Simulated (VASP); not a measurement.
SnO2:

```xyz
6
Lattice="4.7062 0.0000 0.0000 0.0000 4.7062 0.0000 0.0000 0.0000 3.1651" Properties=species:S:1:pos:R:3 pbc="T T T"
Sn    2.3531    2.3531    1.5826
Sn    0.0000    0.0000    0.0000
O     3.7984    0.9078    1.5826
O     3.2609    3.2609    0.0000
O     0.9078    3.7984    1.5826
O     1.4453    1.4453    0.0000
```

Base run:

- Program: VASP 6.6.1
- Functional: r2SCAN
- Dispersion: D4
- Potentials or basis: VASP PAW PBE potentials, release 64 (Sn_d, O)
- Cutoff: 520 eV
- k mesh: 6 × 6 × 8
- Occupations: fermi-dirac, width 0.05 eV
- Spin: no spin polarisation

Its results: band gap on the k mesh 2.24 eV; pressure 8.2 GPa; largest force 0.366 eV/Å.

**Question.** The run is repeated on the same cell with these changes: functional from r2SCAN to PBEsol; dispersion from D4 to none. What comes out?

**Answer.** Band gap on the k mesh 1.41 eV; pressure 10.2 GPa; largest force 0.316 eV/Å.

Several settings changed at once.

Caveats: the cell stands under pressure; the PAW data sets were made with another functional, which shifts forces and pressure a little; spin-orbit coupling is left out, which moves the levels of the heavy elements.

